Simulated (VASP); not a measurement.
# Si12NO22 (a cell with a defect) in VASP: single point with PBE+D3(BJ)

Aim: the single point of Si12NO22 (a cell with a defect) with PBE+D3(BJ).

Program: VASP 6.6.1. These are calculated values, not measurements. Logs are shortened: lines on timing, memory, paths and dates and some standing lists are left out, and cuts for length are marked.

### 1 The cell of the first run

The cell holds a defect, 35 atoms: a = 7.309 Å, b = 7.309 Å, c = 9.836 Å, α = 70.34°, β = 70.34°, γ = 71.28°.

### 2 Single point, PBE+D3(BJ), collinear spin, ferromagnetic start

INCAR

```
SYSTEM = Si12NO22
  PREC = Accurate
  ENCUT = 520
  EDIFF = 1E-6
  ISMEAR = -1
  SIGMA = 0.02
  LREAL = Auto
  LASPH = .True.
  NELM = 200
  ALGO = Normal
  ISIF = 2
  LWAVE = .False.
  LCHARG = .False.
  ISPIN = 2
  MAGMOM = 0 0 0 0 0 0 0 0 0 0 0 0 0 0 0 0 0 0 0 0 0 0 0 0 0 0 0 0 0 0 0 0 0 0 1
  LORBIT = 11
  GGA = PE
  IVDW = 12
  NBANDS = 120
  GGA_COMPAT = .False.
  KPAR = 2
  NCORE = 2
```

KPOINTS

```
Automatic mesh
0
Gamma
  2 2 2
  0 0 0
```

POSCAR

```
Si12NO22
1.0
   -2.4590000000      4.2591130000      5.4070000000
    4.9180000000      0.0000000000      5.4070000000
    4.9180000000      8.5182260000      0.0000000000
Si O N
12 22 1
Direct
    0.1223821210      0.5613351601      0.9443186127
    0.3985725545      0.9399522745      0.0360688932
    0.0017960443      0.0104393040      0.2716419327
    0.0810254257      0.5543291948      0.4392183157
    0.3891698511      0.9229165524      0.5345098531
   -0.0097906507      0.0016018285      0.7672048628
    0.5934203926      0.0773518319      0.2014260893
    0.9211343497      0.4375492549      0.3101986402
    0.4829026191      0.4957393803      0.5031659200
    0.5885151478      0.0601418329      0.6985702067
    0.9124357218      0.4285741232      0.7874992075
    0.5096419876      0.5123165391      0.0122509468
    0.3584486409      0.4787554467      0.9388618811
    0.1806061136      0.0532554689      0.1203510207
    0.5569638326      0.3182991100      0.1465019548
    0.9500241409      0.1914158843      0.3517529923
    0.5746026054      0.9841727426      0.0790793674
    0.3166363167      0.4550062913      0.4455015147
    0.1728477610      0.0408334745      0.6182549909
    0.9348837189      0.5112191395      0.6091864930
    0.5531617136      0.2997801388      0.6299072527
    0.9119034830      0.1921033622      0.8389861105
    0.5645770397      0.9500642625      0.5885822276
    0.8161548329      0.9912663777      0.2258909303
    0.6820479221      0.5383551306      0.3697708367
    0.4244123129      0.0192470788      0.3555850646
    0.0681852925      0.7961313839      0.3843939568
    0.3896680031      0.6878481723      0.5748603890
    0.8131283316      0.9675595091      0.7206576065
    0.7057608750      0.5518222311      0.8771555191
    0.4230164633      0.0196353872      0.8575651242
    0.0678722878      0.8046571616      0.8909525306
    0.4113961712      0.7007576929      0.0869914086
    0.0941159157      0.4595107563      0.8309739037
   -0.0288029390      0.5056733005      0.1197048735
```

Potentials or basis: VASP PAW PBE potentials, release 64 (Si, O, N).

Launch:

```console
$ cat potpaw_PBE.64/Si/POTCAR potpaw_PBE.64/O/POTCAR potpaw_PBE.64/N/POTCAR > POTCAR
$ mpirun -np 4 vasp_std > vasp.out
```

OUTCAR:

```text
SYSTEM = Si12NO22
   PREC = Accurate
   ENCUT = 520
   EDIFF = 1E-6
   ISMEAR = -1
   LREAL = Auto
   LASPH = .True.
   NELM = 200
   ISIF = 2
   ISPIN = 2
   LORBIT = 11
   GGA = PE
   IVDW = 12
 IVDW          = 12

 ion  position               nearest neighbor table
   1  0.122  0.561  0.944-  13 1.62  34 1.63  32 1.63  35 1.70  12 3.01  11 3.04   6 3.11
   2  0.399  0.940  0.036-  31 1.62  14 1.62  33 1.63  17 1.63  12 3.04   7 3.04   3 3.06  10 3.07

   3  0.002  0.010  0.272-  27 1.62  24 1.62  14 1.63  16 1.64   2 3.06   8 3.11   7 3.14   4 3.14

   4  0.081  0.554  0.439-  20 1.64  27 1.65  18 1.65   8 2.46   9 3.08  11 3.14   3 3.14
   5  0.389  0.923  0.535-  26 1.62  28 1.63  19 1.63  23 1.63  10 3.06   6 3.06   9 3.07   7 3.09

   6  0.990  0.002  0.767-  29 1.62  32 1.62  22 1.63  19 1.63  11 3.05   5 3.06  10 3.10   1 3.11

   7  0.593  0.077  0.201-  24 1.62  15 1.62  26 1.63  17 1.63   2 3.04  12 3.08   5 3.09   3 3.14

   8  0.921  0.438  0.310-  25 1.65  16 1.66  35 1.71   4 2.46   9 3.10   3 3.11
   9  0.483  0.496  0.503-  21 1.62  28 1.63  25 1.63  18 1.64   5 3.07   4 3.08   8 3.10  10 3.12

  10  0.589  0.060  0.699-  21 1.62  29 1.62  31 1.63  23 1.63   5 3.06   2 3.07   6 3.10   9 3.12

  11  0.912  0.429  0.787-  20 1.62  30 1.62  34 1.62  22 1.63   1 3.04  12 3.05   6 3.05   4 3.14
[... 24 lines left out ...]
  34  0.094  0.460  0.831-  11 1.62   1 1.63
  35  0.971  0.506  0.120-   1 1.70   8 1.71

  LATTYP: Found a base centered monoclinic cell.
 ALAT       =    11.8797862164
 B/A-ratio  =     0.7170352857
 C/A-ratio  =     0.8279610367
 COS(beta)  =    -0.4139805183

  Lattice vectors:

 A1 = (   2.4590000000,  -4.2591130000,  -5.4070000000)
 A2 = (  -4.9180000000,   0.0000000000,  -5.4070000000)
 A3 = (   4.9180000000,   8.5182260000,   0.0000000000)

Analysis of symmetry for initial positions (statically):
=====================================================================
 Subroutine PRICEL returns:
 Original cell was already a primitive cell.

 Routine SETGRP: Setting up the symmetry group for a
 base centered monoclinic supercell.

 Subroutine GETGRP returns: Found  1 space group operations
 (whereof  1 operations were pure point group operations)
 out of a pool of  4 trial point group operations.

The static configuration has the point symmetry C_1 .

Analysis of symmetry for dynamics (positions and initial velocities):
=====================================================================
 Subroutine PRICEL returns:
 Original cell was already a primitive cell.

 Routine SETGRP: Setting up the symmetry group for a
 base centered monoclinic supercell.

 Subroutine GETGRP returns: Found  1 space group operations
 (whereof  1 operations were pure point group operations)
 out of a pool of  4 trial point group operations.

The dynamic configuration has the point symmetry C_1 .

Analysis of structural, dynamic, and magnetic symmetry:
=====================================================================
 Subroutine PRICEL returns:
 Original cell was already a primitive cell.

 Routine SETGRP: Setting up the symmetry group for a
 base centered monoclinic supercell.

 Subroutine GETGRP returns: Found  1 space group operations
 (whereof  1 operations were pure point group operations)
 out of a pool of  4 trial point group operations.

The overall configuration has the point symmetry C_1 .

 Subroutine INISYM returns: Found  1 space group operations
 (whereof  1 operations are pure point group operations),
 and found     1 'primitive' translations

----------------------------------------------------------------------------------------

                                     Primitive cell

  volume of cell :     453.0270

  direct lattice vectors                    reciprocal lattice vectors
    -2.459000000  4.259113000  5.407000000    -0.101667344  0.058697668  0.092472721
     4.918000000  0.000000000  5.407000000     0.101667344 -0.058697668  0.092472721
     4.918000000  8.518226000  0.000000000     0.050833672  0.088046502 -0.046236360

  length of vectors
     7.309061058  7.309061020  9.836000111     0.149441859  0.149441859  0.111687285

  position of ions in fractional coordinates (direct lattice)
     0.122382121  0.561335160  0.944318613
     0.398572554  0.939952275  0.036068893
     0.001796044  0.010439304  0.271641933
     0.081025426  0.554329195  0.439218316
     0.389169851  0.922916552  0.534509853
[... 106 lines left out ...]
   number of dos      NEDOS =    301   number of ions     NIONS =     35
   total plane-waves  NPLWV = 233280
   dimension x,y,z NGX =    54 NGY =   54 NGZ =   80
   dimension x,y,z NGXF=   108 NGYF=  108 NGZF=  160
   ions per type =              12  22   1
   NGX,Y,Z   is equivalent  to a cutoff of  12.28, 12.28, 13.52 a.u.
   NGXF,Y,Z  is equivalent  to a cutoff of  24.56, 24.56, 27.04 a.u.
 SYSTEM =  Si12NO22
   PREC   = accura    normal or accurate (medium, high low for compatibility)
   ISTART =      0    job   : 0-new  1-cont  2-samecut
   ICHARG =      2    charge: 1-file 2-atom 10-const
   ISPIN  =      2    spin polarized calculation?
   LNONCOLLINEAR =      F non collinear calculations
   LSORBIT =      F    spin-orbit coupling
   LASPH  =      T    aspherical Exc in radial PAW
   ENCUT  =  520.0 eV  38.22 Ry    6.18 a.u.  13.59 13.59 18.29*2*pi/ulx,y,z
   NELM   =    200;   NELMIN=  2; NELMDL= -5     # of ELM steps
   EDIFF  = 0.1E-05   stopping-criterion for ELM
   LREAL  =      T    real-space projection
   EDIFFG = 0.1E-04   stopping-criterion for IOM
   NSW    =      0    number of steps for IOM
[... 5 lines left out ...]
   TEBEG  =    0.0;   TEEND  =   0.0 temperature during run
   PSTRESS=    0.0 pullay stress
   NELECT =     185.0000    total number of electrons
   NUPDOWN=      -1.0000    fix difference up-down
   EMIN   =  10.00;   EMAX   =-10.00  energy-range for DOS
   EFERMI =   0.00;   METHOD = LEGACY
   ISMEAR =    -1;   SIGMA  =   0.02  broadening in eV -4-tet -1-fermi 0-gaus
   EFERMI_NEDOS =   21; number of points for ismear=-14 and -15
   IALGO  =     38    algorithm
   IMIX   =      4    mixing-type and parameters
     AMIX     =   0.40;   BMIX     =  1.00
     AMIX_MAG =   1.60;   BMIX_MAG =  1.00
  volume/ion in A,a.u.               =      12.94        87.35
  Fermi-wavevector in a.u.,A,eV,Ry     =   1.214574  2.295212 20.071186  1.475191
  Thomas-Fermi vector in A             =   2.349990
   LORBIT       =     11    0 simple, 1 ext, 2 COOP (PROOUT), +10 PAW based schemes
   GGA     = PE    functional components
   LHFCALC =     F    Hartree Fock is set to
   AEXX    =    0.0000 exact exchange contribution
   IVDW    =    12    specifies the selected vdW correction
   LEPSILON=     F    determine dielectric tensor
   LRPA    =     F    only Hartree local field effects (RPA)
 spin polarized calculation
  energy-cutoff  :      520.00
  volume of cell :      453.03
 maximum number of plane-waves:     12232
   NGX = 27   NGY = 27   NGZ = 37

 number of electron     184.9999998 magnetization       0.9999991

 Free energy of the ion-electron system (eV)
  ---------------------------------------------------
  ext. energy  EPLUGINS =         0.00000000
  ---------------------------------------------------
  free energy    TOTEN  =      -272.45436191 eV

  energy without entropy =     -272.45436190  energy(sigma->0) =     -272.45436191

 E-fermi :   2.4822     XC(G=0):  -9.1628

 val. band max:        2.1482744923   @ k =   0.5000   0.5000   0.5000
 cond. band min:       2.8204456944   @ k =   0.5000   0.5000   0.0000
 fundamental gap:      0.6721712021
 Fermi energy:         2.4821517707

 spin component 1

 k-point     1 :       0.0000    0.0000    0.0000
  band No.  band energies     occupation
      1     -18.2287      1.00000
      2     -17.7850      1.00000
      3     -17.7257      1.00000
      4     -17.4479      1.00000
      5     -17.3448      1.00000
      6     -17.2922      1.00000
[... 845 lines left out ...]
    103      10.1902      0.00000
    104      10.3445      0.00000
 Fermi energy:         2.4821517707

 spin component 2

 k-point     1 :       0.0000    0.0000    0.0000
  band No.  band energies     occupation
      1     -18.2219      1.00000
      2     -17.7778      1.00000
      3     -17.7169      1.00000
      4     -17.4371      1.00000
      5     -17.3421      1.00000
      6     -17.2816      1.00000
[... 845 lines left out ...]
    103      10.2093      0.00000
    104      10.3621      0.00000
 [bands above 104 left out]

------------------------ aborting loop because EDIFF is reached ----------------------------------------

 Edisp (eV)   -5.03966

 E8    (eV) :    -1.7174

  FORCE on cell =-STRESS in cart. coord.  units (eV):
  Direction    XX          YY          ZZ          XY          YZ          ZX
  --------------------------------------------------------------------------------------
  -------------------------------------------------------------------------------------
  Total      -1.42960    -0.48044    -1.91067    -2.52049    -3.29407    -2.95840
  in kB      -5.05594    -1.69913    -6.75729    -8.91398   -11.64984   -10.46269
  external pressure =       -4.50 kB  Pullay stress =        0.00 kB

 VOLUME and BASIS-vectors are now :
 -----------------------------------------------------------------------------
  energy-cutoff  :      520.00
  volume of cell :      453.03
      direct lattice vectors                 reciprocal lattice vectors
    -2.459000000  4.259113000  5.407000000    -0.101667344  0.058697668  0.092472721
     4.918000000  0.000000000  5.407000000     0.101667344 -0.058697668  0.092472721
     4.918000000  8.518226000  0.000000000     0.050833672  0.088046502 -0.046236360

 POSITION                                       TOTAL-FORCE (eV/Angst)
 -----------------------------------------------------------------------------------
      7.10387      8.56516      3.69686         0.001222      0.034989     -0.021723
      3.81998      2.00481      7.23740         0.013169     -0.016425     -0.000296
      1.38286      2.32156      0.06616         0.011594      0.007247     -0.003911
      4.68703      4.08646      3.43536        -0.015026     -0.033143     -0.029744
      6.21065      6.21059      7.09445         0.004443     -0.015073     -0.006984
      1.34607     10.75264      5.36272         0.007423      0.011249     -0.009739
[... 27 lines left out ...]
      6.11517      7.47927      2.99346         0.006540      0.003626      0.003964
      0.68744      5.15611      7.98544        -0.015654     -0.007729      0.010880
 -----------------------------------------------------------------------------------
    total drift:                                0.020588     -0.016927      0.005798

  FREE ENERGIE OF THE ION-ELECTRON SYSTEM (eV)
  ---------------------------------------------------
  free  energy   TOTEN  =      -277.4940205984 eV

  energy  without entropy=     -277.4940205857  energy(sigma->0) =     -277.49402059

 total charge

# of ion       s       p       d       tot
------------------------------------------
    1        0.652   0.991   0.000   1.643
    2        0.644   0.987   0.000   1.631
    3        0.638   0.975   0.000   1.613
    4        0.671   0.911   0.000   1.582
    5        0.642   0.982   0.000   1.624
    6        0.642   0.985   0.000   1.626
[... 27 lines left out ...]
   34        1.553   3.679   0.000   5.232
   35        1.260   2.498   0.000   3.758
--------------------------------------------------
tot         43.146  95.166   0.000 138.312

 magnetization (x)

# of ion       s       p       d       tot
------------------------------------------
    1       -0.003  -0.005   0.000  -0.008
    2       -0.000   0.000   0.000  -0.000
    3       -0.000  -0.000   0.000  -0.000
    4        0.000   0.001   0.000   0.002
    5       -0.000  -0.000   0.000  -0.000
    6        0.000   0.001   0.000   0.001
[... 27 lines left out ...]
   34        0.000   0.013   0.000   0.013
   35        0.018   0.523   0.000   0.541
--------------------------------------------------
tot          0.017   0.646   0.000   0.663
```

Run time: 6.9 min. Hardware: 4 MPI ranks of Intel Xeon Platinum 8488C (Sapphire Rapids), shared host; peak memory 0.61 GiB.

Results:

* Free energy: -277.4940 eV
* Pressure: -0.5 GPa
* Largest force: 0.047 eV/Å
* Band gap on the k mesh: 0.67 eV
* Net moment: 1.00 μB per cell
* Site moments: Si -0.01, -0.00, +0.00 (each value once); O +0.01, +0.00, +0.05, +0.04 (each value once); N +0.54 μB
* Valence electrons inside the program's atomic spheres: Si 1.64, 1.63, 1.61, 1.58, 1.62, 1.60, 1.65 (each value once); O 5.24, 5.23, 5.25, 5.19, 5.20, 5.21 (each value once); N 3.76
* Dispersion energy per atom: -0.144 eV

Forces on the atoms (eV/Å):
```
Si   0.001  0.035 -0.022
Si   0.013 -0.016  0.000
Si   0.012  0.007 -0.004
Si  -0.015 -0.033 -0.030
Si   0.004 -0.015 -0.007
Si   0.007  0.011 -0.010
Si  -0.014  0.010  0.008
Si  -0.004  0.009  0.044
Si   0.010  0.012 -0.011
Si  -0.019  0.004  0.004
Si   0.007 -0.015 -0.002
Si   0.007  0.021  0.008
O    0.014  0.002 -0.006
O   -0.009  0.007  0.002
O   -0.009 -0.009  0.001
O    0.012 -0.003  0.011
O    0.008 -0.006 -0.004
O   -0.005  0.007 -0.001
O    0.004  0.011 -0.004
O   -0.009  0.000 -0.005
O   -0.006 -0.008 -0.006
O   -0.001 -0.007  0.008
O    0.010 -0.004 -0.002
O    0.017  0.002  0.001
O    0.001  0.001  0.004
O   -0.007  0.004  0.003
O   -0.007 -0.012 -0.001
O   -0.001 -0.011  0.013
O    0.018  0.002  0.005
O   -0.002  0.010 -0.010
O   -0.006  0.004  0.002
O   -0.011 -0.008 -0.007
O   -0.010 -0.007  0.003
O    0.007  0.004  0.004
N   -0.016 -0.008  0.011
```

Caveat: the k points lie up to 0.47 Å⁻¹ apart.
